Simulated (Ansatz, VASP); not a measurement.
KF: VASP beside Ansatz

```xyz
2
Lattice="0.0000 2.7249 2.7249 2.7249 0.0000 2.7249 2.7249 2.7249 0.0000" Properties=species:S:1:pos:R:3 pbc="T T T"
K     0.0000    0.0000    0.0000
F     2.7249    2.7249    2.7249
```

Alike in both runs: task single point; functional PBE; k mesh 8 × 8 × 8; occupations gaussian, width 0.05 eV; no spin polarisation.

|  | VASP | Ansatz |
| --- | --- | --- |
| version | VASP 6.6.1 | Ansatz 0.2.0 |
| potentials or method | VASP PAW PBE potentials, release 64 (K_sv, F), cutoff 520 eV | scalar-relativistic, plane waves, PAW |
| valence electrons in the cell | 16 | 16 |

|  | VASP | Ansatz | Ansatz less VASP |
| --- | --- | --- | --- |
| gap on the k mesh at the Fermi level (eV) | 5.87 | 5.88 | +0.014 |
| least direct gap on the mesh (eV) | 5.87 | 5.88 | +0.014 |
| pressure (GPa) | -0.4 | -0.4 | 0.00 |
